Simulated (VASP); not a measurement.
# Ni (Fm-3m) in VASP: a series of runs, part 2 of 2

VASP 6.6.1. The steps go on from the part before.

**3. Single point, r2SCAN, collinear spin, ferromagnetic start**

The input, POSCAR:

```
Ni
1.0
    1.7392196771      1.7392196771      0.0000000000
   -1.7392196771      1.7392196771      0.0000000000
    0.0000000000      0.0000000000      3.4784393542
Ni
2
Direct
    0.0000000000      0.0000000000      0.0000000000
    0.5000000000      0.5000000000      0.5000000000
```

The input, INCAR.step1:

```
SYSTEM = Ni
PREC     = Accurate       ! precision mode
ENCUT    = 520            ! plane-wave cutoff, eV
ISMEAR   = -4             ! smearing method
SIGMA    = 0.1            ! smearing width, eV
LREAL    = .False.        ! projectors in reciprocal space
LASPH    = .True.         ! aspherical terms in the spheres
NELM     = 150            ! most SCF steps
ISPIN    = 2              ! spin polarisation
MAGMOM   = 1 1            ! initial moments
LMAXMIX  = 4              ! l up to which the mixer works
NBANDS   = 21             ! bands
GGA      = PE             ! functional
ALGO     = Normal         ! electronic algorithm
EDIFF    = 1E-4           ! SCF threshold, eV
LWAVE    = .True.         ! write WAVECAR
LCHARG   = .False.        ! write CHGCAR
```

The input, INCAR.step2:

```
SYSTEM = Ni
PREC     = Accurate       ! precision mode
ENCUT    = 520            ! plane-wave cutoff, eV
EDIFF    = 1E-6           ! SCF threshold, eV
ISMEAR   = -4             ! smearing method
SIGMA    = 0.1            ! smearing width, eV
LREAL    = .False.        ! projectors in reciprocal space
LASPH    = .True.         ! aspherical terms in the spheres
NELM     = 150            ! most SCF steps
ALGO     = Normal         ! electronic algorithm
ISIF     = 2              ! what is computed and relaxed
LWAVE    = .False.        ! write WAVECAR
LCHARG   = .True.         ! write CHGCAR
ISPIN    = 2              ! spin polarisation
MAGMOM   = 1 1            ! initial moments
LORBIT   = 11             ! projections on sites
LMAXMIX  = 4              ! l up to which the mixer works
METAGGA  = R2SCAN         ! meta-GGA
LMIXTAU  = .True.       
LELF     = .True.         ! ELF
LVHAR    = .True.       
NBANDS   = 21             ! bands
ISTART   = 1
```

The input, KPOINTS:

```
Automatic mesh
0
Gamma
  13 13 10
  0 0 0
```

Potentials or basis: VASP PAW PBE potentials, release 64 (Ni).

Launch:

```bash
cat potpaw_PBE.64/Ni/POTCAR > POTCAR
cp INCAR.step1 INCAR
mpirun -np 1 vasp_std > vasp.out
cp INCAR.step2 INCAR
mpirun -np 1 vasp_std > vasp.out
```

OUTCAR:

```text
SYSTEM = Ni
   PREC = Accurate
   ENCUT = 520
   EDIFF = 1E-6
   ISMEAR = -4
   LREAL = .False.
   LASPH = .True.
   NELM = 150
   ISIF = 2
   ISPIN = 2
   LORBIT = 11
   METAGGA = R2SCAN
   ISTART = 1

 ion  position               nearest neighbor table
   1  0.000  0.000  0.000-   2 2.46   2 2.46   2 2.46   2 2.46   2 2.46   2 2.46   2 2.46   2 2.46

   2  0.500  0.500  0.500-   1 2.46   1 2.46   1 2.46   1 2.46   1 2.46   1 2.46   1 2.46   1 2.46

  LATTYP: Found a simple tetragonal cell.
 ALAT       =     2.4596280553
 C/A-ratio  =     1.4142135624

  Lattice vectors:

 A1 = (   1.7392196771,   1.7392196771,   0.0000000000)
 A2 = (  -1.7392196771,   1.7392196771,   0.0000000000)
 A3 = (   0.0000000000,   0.0000000000,   3.4784393542)

Analysis of symmetry for initial positions (statically):
=====================================================================
 Subroutine PRICEL returns following result:

  LATTYP: Found a face centered cubic cell.
 ALAT       =     3.4784393542
[... 12 lines left out ...]
 Subroutine GETGRP returns: Found 16 space group operations
 (whereof 16 operations were pure point group operations)
 out of a pool of 16 trial point group operations.

The static configuration has the point symmetry D_4h.

Analysis of symmetry for dynamics (positions and initial velocities):
=====================================================================
 Subroutine PRICEL returns following result:

  LATTYP: Found a face centered cubic cell.
 ALAT       =     3.4784393542
[... 12 lines left out ...]
 Subroutine GETGRP returns: Found 16 space group operations
 (whereof 16 operations were pure point group operations)
 out of a pool of 16 trial point group operations.

The dynamic configuration has the point symmetry D_4h.

Analysis of structural, dynamic, and magnetic symmetry:
=====================================================================
 Subroutine PRICEL returns following result:

  LATTYP: Found a face centered cubic cell.
 ALAT       =     3.4784393542
[... 12 lines left out ...]
 Subroutine GETGRP returns: Found 16 space group operations
 (whereof 16 operations were pure point group operations)
 out of a pool of 16 trial point group operations.

The overall configuration has the point symmetry D_4h.

 Subroutine INISYM returns: Found 16 space group operations
 (whereof 16 operations are pure point group operations),
 and found     2 'primitive' translations

----------------------------------------------------------------------------------------

                                     Primitive cell

  volume of cell :      10.5219

  direct lattice vectors                    reciprocal lattice vectors
     0.000000000 -1.739219677 -1.739219677    -0.287485248 -0.287485248 -0.287485248
     1.739219677  0.000000000 -1.739219677     0.287485248  0.287485248 -0.287485248
     1.739219677 -1.739219677 -0.000000000     0.287485248 -0.287485248  0.287485248

  length of vectors
     2.459628055  2.459628055  2.459628055     0.497939056  0.497939056  0.497939056

  position of ions in fractional coordinates (direct lattice)
     0.000000000  0.000000000  0.000000000

  ion indices of the primitive-cell ions
   primitive index   ion index
                 1           1

----------------------------------------------------------------------------------------

 KPOINTS: Automatic mesh

Automatic generation of k-mesh.
[... 57 lines left out ...]
   NGXF,Y,Z  is equivalent  to a cutoff of  24.33, 24.33, 26.76 a.u.
 SYSTEM =  Ni
   PREC   = accura    normal or accurate (medium, high low for compatibility)
   ISTART =      1    job   : 0-new  1-cont  2-samecut
   ICHARG =      0    charge: 1-file 2-atom 10-const
   ISPIN  =      2    spin polarized calculation?
   LNONCOLLINEAR =      F non collinear calculations
   LSORBIT =      F    spin-orbit coupling
   LASPH  =      T    aspherical Exc in radial PAW
   ENCUT  =  520.0 eV  38.22 Ry    6.18 a.u.   4.57  4.57  6.47*2*pi/ulx,y,z
   NELM   =    150;   NELMIN=  2; NELMDL=  0     # of ELM steps
   EDIFF  = 0.1E-05   stopping-criterion for ELM
   LREAL  =      F    real-space projection
   EDIFFG = 0.1E-04   stopping-criterion for IOM
   NSW    =      0    number of steps for IOM
   IBRION =     -1    ionic relax: 0-MD 1-quasi-New 2-CG
   NFREE  =      0    steps in history (QN), initial steepest desc. (CG)
   ISIF   =      2    stress and relaxation
   ISYM   =      2    0-nonsym 1-usesym 2-fastsym
   POTIM  = 0.5000    time-step for ionic-motion
   TEBEG  =    0.0;   TEEND  =   0.0 temperature during run
   PSTRESS=    0.0 pullay stress
   NELECT =      20.0000    total number of electrons
   NUPDOWN=      -1.0000    fix difference up-down
   EMIN   =  10.00;   EMAX   =-10.00  energy-range for DOS
   EFERMI =   0.00;   METHOD = LEGACY
   ISMEAR =    -4;   SIGMA  =   0.10  broadening in eV -4-tet -1-fermi 0-gaus
   EFERMI_NEDOS =   21; number of points for ismear=-14 and -15
   IALGO  =     38    algorithm
   IMIX   =      4    mixing-type and parameters
     AMIX     =   0.40;   BMIX     =  1.00
     AMIX_MAG =   1.60;   BMIX_MAG =  1.00
  volume/ion in A,a.u.               =      10.52        71.01
  Fermi-wavevector in a.u.,A,eV,Ry     =   1.609572  3.041650 35.248910  2.590722
  Thomas-Fermi vector in A             =   2.705260
   LORBIT       =     11    0 simple, 1 ext, 2 COOP (PROOUT), +10 PAW based schemes
   METAGGA = R2SCAN    functional components
   LHFCALC =     F    Hartree Fock is set to
   AEXX    =    0.0000 exact exchange contribution
   IVDW    =     0    specifies the selected vdW correction
   LEPSILON=     F    determine dielectric tensor
   LRPA    =     F    only Hartree local field effects (RPA)
 spin polarized calculation
 Fermi weights with tetrahedron method witout Bloechl corrections
  energy-cutoff  :      520.00
  volume of cell :       21.04
 maximum number of plane-waves:       592
   NGX =  9   NGY =  9   NGZ = 13

 number of electron      20.0000025 magnetization       1.4068707

 Free energy of the ion-electron system (eV)
  ---------------------------------------------------
  ext. energy  EPLUGINS =         0.00000000
  ---------------------------------------------------
  free energy    TOTEN  =       -23.83524853 eV

  energy without entropy =      -23.83524853  energy(sigma->0) =      -23.83524853

 E-fermi :   9.7967     XC(G=0): -14.6152

 val. band max:       10.0421842194   @ k =   0.0000   0.0000   0.2000
 cond. band min:       9.3451418007   @ k =   0.4615   0.0000   0.5000
 fundamental gap:     -0.6970424186
 Fermi energy:         9.7967066363

 spin component 1

 k-point     1 :       0.0000    0.0000    0.0000
  band No.  band energies     occupation
      1       0.1480      1.00000
      2       4.5376      1.00000
      3       4.9113      1.00000
      4       6.7727      1.00000
      5       6.7972      1.00000
      6       6.7972      1.00000
[... 565 lines left out ...]
     20      35.6862      0.00000
     21      36.2426      0.00000

 [... further k-points ...]

 spin component 2

 k-point     1 :       0.0000    0.0000    0.0000
  band No.  band energies     occupation
      1      -0.0985      1.00000
      2       4.9481      1.00000
      3       5.9388      1.00000
      4       8.0729      1.00000
      5       8.0729      1.00000
      6       8.0975      1.00000
[... 565 lines left out ...]
     20      36.0584      0.00000
     21      36.3485      0.00000

 [... further k-points ...]
[... 5 lines left out ...]
  --------------------------------------------------------------------------------------
  -------------------------------------------------------------------------------------
  Total        0.0667964      0.0667964      0.0495654      0.0000000     -0.0000000     -0.0000000
  in kB        5.0855811      5.0855811      3.7736896      0.0000000     -0.0000000     -0.0000000
  external PRESSURE =       4.6482839 kB  Pullay stress =       0.0000000 kB

 VOLUME and BASIS-vectors are now :
 -----------------------------------------------------------------------------
  energy-cutoff  :      520.00
  volume of cell :       21.04
      direct lattice vectors                 reciprocal lattice vectors
     1.739219677  1.739219677  0.000000000     0.287485248  0.287485248  0.000000000
    -1.739219677  1.739219677  0.000000000    -0.287485248  0.287485248  0.000000000
     0.000000000  0.000000000  3.478439354     0.000000000  0.000000000  0.287485248

 POSITION                                       TOTAL-FORCE (eV/Angst)
 -----------------------------------------------------------------------------------
      0.00000      0.00000      0.00000        -0.000000      0.000000     -0.000000
      0.00000      1.73922      1.73922         0.000000     -0.000000      0.000000
 -----------------------------------------------------------------------------------
    total drift:                                0.000000     -0.000000     -0.000000

  FREE ENERGIE OF THE ION-ELECTRON SYSTEM (eV)
  ---------------------------------------------------
  free  energy   TOTEN  =       -23.8352485261 eV

  energy  without entropy=      -23.8352485261  energy(sigma->0) =      -23.83524853

 total charge

# of ion       s       p       d       tot
------------------------------------------
    1        0.528   0.550   8.329   9.407
    2        0.528   0.550   8.329   9.407
--------------------------------------------------
tot          1.057   1.100  16.658  18.814

 magnetization (x)

# of ion       s       p       d       tot
------------------------------------------
    1       -0.010  -0.042   0.774   0.722
    2       -0.010  -0.042   0.774   0.722
--------------------------------------------------
tot         -0.020  -0.084   1.547   1.443
```

Run time: 3.5 min. Hardware: 1 thread of AMD EPYC 9R45 (Zen 5), shared host; peak memory 0.21 GiB.

Results:

```
Free energy                                           : -23.8352 eV
Pressure                                              : 0.5 GPa
Net moment                                            : 1.41 μB per cell
Site moments                                          : Ni +0.72 μB
Valence electrons inside the program's atomic spheres : Ni 9.41
```

Caveat: the PAW data sets were made with another functional, which shifts forces and pressure a little.
